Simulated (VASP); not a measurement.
Wanted: the native input for a VASP 6.6.1 run.

```yaml
Task: single point
Functional: PBE
Potentials_or_basis: VASP PAW PBE potentials, release 64 (Ag, S)
Cutoff: 520 eV
k_mesh: 18 × 18 × 18
Occupations: gaussian, width 0.1 eV
Spin: no spin polarisation
Dipole_correction: no
Further_INCAR_settings: ALGO = Normal; EDIFF = 1e-06; NBANDS = 16
```

The structure of AgS lies in POSCAR:

```
AgS
1.0
    0.0000000000      2.6675964225      2.6675964225
    2.6675964225      0.0000000000      2.6675964225
    2.6675964225      2.6675964225      0.0000000000
Ag S
1 1
Direct
    0.0000000000      0.0000000000      0.0000000000
    0.5000000000      0.5000000000      0.5000000000
```

This cell differs from its parent crystal: volume scaled by 1.03.

One way to write it, as run:

INCAR

```
SYSTEM = AgS
PREC = Accurate ; ENCUT = 520
EDIFF = 1E-6 ; ISMEAR = 0
SIGMA = 0.1 ; LREAL = .False.
LASPH = .True. ; NELM = 80
ALGO = Normal ; ISIF = 2
LWAVE = .False. ; LCHARG = .True.
GGA = PE ; LELF = .True.
LVHAR = .True. ; NBANDS = 16
```

KPOINTS

```
Automatic mesh
0
Gamma
  18 18 18
  0 0 0
```

Potentials or basis: VASP PAW PBE potentials, release 64 (Ag, S).

Command:

```console
$ cat potpaw_PBE.64/Ag/POTCAR potpaw_PBE.64/S/POTCAR > POTCAR
$ mpirun -np 1 vasp_std > vasp.out
```

It gave:

```json
{"Pressure": "-2.4 GPa"}
```

Wall time 65 s on 1 thread of Intel(R) Xeon(R) Platinum 8488C (Sapphire Rapids), on a shared host, peak memory 0.24 GiB.
